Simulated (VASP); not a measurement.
HfO2:

```
Hf O
1.0
     0.00000    2.55750    2.55750
     2.55750    0.00000    2.55750
     2.55750    2.55750    0.00000
Hf O
1 2
Direct
  0.00000 0.00000 0.00000
  0.75000 0.75000 0.75000
  0.25000 0.25000 0.25000
```

| Item | Value |
| --- | --- |
| Program | VASP 6.6.1 |
| Task | relaxation of cell and atoms |
| Functional | B3LYP |
| Potentials or basis | VASP PAW PBE potentials, release 64 (Hf_pv, O) |
| Cutoff | 600 eV |
| k mesh | 5 × 5 × 5 |
| Occupations | fermi-dirac, width 0.05 eV |
| Spin | no spin polarisation |

At the start: pressure -6.5 GPa; volume 11.15 Å³/atom.

Task: Where does the relaxation end?

Result: Over 3 steps the energy falls by 5.9 meV/atom and the volume is 10.87 Å³/atom (-2.5 %); space group Fm-3m (No. 225, to 0.1 Å) before and after.

The path:
```tsv
step	energy change (eV)	largest force (eV/Å)	pressure (GPa)	volume (Å³)
1	0.0000	0.0000	-6.51	33.46
2	0.0276	0.0000	11.58	31.31
3	-0.0176	0.0000	-0.08	32.61
```

Final structure:
```xyz
3
Lattice="0.0000 2.5358 2.5358 2.5358 0.0000 2.5358 2.5358 2.5358 0.0000" Properties=species:S:1:pos:R:3 pbc="T T T"
Hf    0.0000    0.0000    0.0000
O     3.8037    3.8037    3.8037
O     1.2679    1.2679    1.2679
```

Caveat: the k points lie up to 0.43 Å⁻¹ apart in the final cell; the PAW data sets were made with another functional, which shifts forces and pressure a little.
